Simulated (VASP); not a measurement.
ZnSe: relaxation of the atoms with PBE

The system is ZnSe.

```
CELL_PARAMETERS angstrom
0.00000 2.79550 2.79550
2.79550 0.00000 2.79550
2.79550 2.79550 0.00000
ATOMIC_POSITIONS crystal
Zn 0.00000 0.00000 0.00000
Se 0.25000 0.25000 0.25000
```

```json
{
 "Program": "VASP 6.6.1",
 "Task": "relaxation of the atoms",
 "Functional": "PBE",
 "Potentials or basis": "VASP PAW PBE potentials, release 64 (Zn, Se)",
 "Cutoff": "520 eV",
 "k mesh": "13 × 13 × 13",
 "Occupations": "fermi-dirac, width 0.02 eV",
 "Spin": "no spin polarisation",
 "Dipole correction": "no",
 "Further INCAR settings": "ALGO = Normal; EDIFF = 1e-07; IBRION = 2; EDIFFG = -0.02; NSW = 80"
}
```

| Quantity | Value |
| --- | --- |
| Pressure after relaxing | 5.3 GPa |
| Band gap on the k mesh | 1.46 eV |

Final structure:
```xyz
2
Lattice="0.0000 2.7955 2.7955 2.7955 0.0000 2.7955 2.7955 2.7955 0.0000" Properties=species:S:1:pos:R:3 pbc="T T T"
Zn    0.0000    0.0000    0.0000
Se    1.3977    1.3977    1.3977
```

Levels at points of the mesh, in eV from the valence-band top:
```csv
k point,band 7,band 8,band 9,band 10,band 11,band 12
"(0.00, 0.00, 0.00)",0.00,0.00,0.00,1.46,5.78,5.78
```

Run time: 27 s on 1 thread of Intel(R) Xeon(R) Platinum 8488C (Sapphire Rapids), with other jobs on the host, peak memory 0.2 GiB.

Caveat: the relaxation stopped at its first step, so nothing moved.
